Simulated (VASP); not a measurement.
Ti: single point with r2SCAN

The system is Ti.

```
Ti
1.0
     2.64327    0.00000    0.00000
     0.00000    2.64327    0.00000
     0.00000    0.00000    2.64327
Ti
1
Direct
  0.00000 0.00000 0.00000
```

This isn't the form of Ti at room conditions, which is hcp.

```yaml
Program: VASP 6.6.1
Task: single point
Functional: r2SCAN
Potentials_or_basis: VASP PAW PBE potentials, release 64 (Ti_sv)
Cutoff: 550 eV
k_mesh: 8 × 8 × 8
Occupations: fermi-dirac, width 0.1 eV
Spin: no spin polarisation
Dipole_correction: no
Further_INCAR_settings: ALGO = Normal; EDIFF = 1e-06; NBANDS = 12
```

The pressure is -0.4 GPa and the band gap on the k mesh is zero (bands 6 and 7 overlap by 2.03 eV).

Levels at points of the mesh, in eV from the Fermi level:
| k point | band 4 | band 5 | band 6 | band 7 | band 8 | band 9 |
| --- | --- | --- | --- | --- | --- | --- |
| (0.00, 0.00, 0.00) | -33.58 | -6.05 | -1.36 | -1.36 | 4.29 | 4.29 |
| (0.50, 0.00, 0.00) | -33.50 | -1.90 | -0.61 | -0.47 | 2.38 | 2.38 |
| (0.50, 0.50, 0.00) | -33.43 | -2.71 | -0.10 | 2.81 | 2.81 | 5.19 |
| (0.50, 0.50, 0.50) | -34.22 | -1.04 | -1.04 | -1.04 | 5.29 | 5.29 |

It took 69 s on 1 thread of Intel Xeon 8259CL (shared host), peak memory 0.13 GiB.

Caveat: the PAW data sets were made with another functional, which shifts forces and pressure a little.
